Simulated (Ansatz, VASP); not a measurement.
Sr in VASP and in Ansatz

```
Sr
1.0
     0.00000    3.04235    3.04235
     3.04235    0.00000    3.04235
     3.04235    3.04235    0.00000
Sr
1
Direct
  0.00000 0.00000 0.00000
```

Alike in both runs: functional r2SCAN; k mesh 8 × 8 × 8; occupations gaussian, width 0.1 eV; no spin polarisation.

```csv
,VASP,Ansatz
version,VASP 6.6.1,Ansatz 0.2.0
potentials or method,"VASP PAW PBE potentials, release 64 (Sr_sv)",JTH PAW
plane-wave cutoff (eV),520,690
valence electrons in the cell,10,10
task,single point,projected density of states
```

|  | VASP | Ansatz | Ansatz less VASP |
| --- | --- | --- | --- |
| gap on the k mesh at the Fermi level (eV) | none | none | - |
| pressure (GPa) | 0.1 | 0.1 | -0.01 |

VASP's potentials were made for PBE, not for r2SCAN. A gap of «none» marks a metal or a gap that the smearing closes. With one functional, cell and mesh, what is left measures potentials, basis and numerics.
